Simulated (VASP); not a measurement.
Runs of VASP 6.6.1 on Al3C2. The structure is that of space group P-3m1 (No. 164), or close to it. The cells are those of the table. 

```tsv
task	cell	k mesh	cutoff (eV)	gap on the mesh (eV)	pressure (GPa)	relaxed volume (Å³/atom)	largest force (eV/Å)
single point	a = 3.138, b = 3.138, c = 6.833 Å, angles 90.0, 90.0, 120.0°, 5 atoms	12 × 12 × 6	520	none	0.0	-	0.01
single point	a = 3.991, b = 3.991, c = 4.819 Å, angles 90.0, 90.0, 120.0°, 5 atoms	6 × 6 × 4	520	none	-12.4	-	2.29
relaxation of cell and atoms	relaxed from a = 3.139, b = 3.139, c = 6.802 Å, angles 90.0, 90.0, 120.0°, 5 atoms	12 × 12 × 6	600	none	0.0	(a)	0.01
single point	a = 3.139, b = 3.139, c = 6.802 Å, angles 90.0, 90.0, 120.0°, 5 atoms	6 × 6 × 4	520	none	0.1	-	0.02
relaxation of cell and atoms	relaxed from a = 3.991, b = 3.991, c = 4.819 Å, angles 90.0, 90.0, 120.0°, 5 atoms	6 × 6 × 4	600	none	0.1	11.48	0.02
```

Alike in all rows: level PBE; potentials or basis VASP PAW PBE potentials, release 64 (Al, C); no spin polarisation; smearing gaussian 0.1 eV.

Task: Estimate the missing entries.

Result: (a) 11.64.

Caveats: some runs use coarse meshes; forces of over 1 eV/Å act on the atoms, so gaps and moduli don't describe the material at rest (some runs).

A gap of «none» marks levels without a gap at the run's occupations.
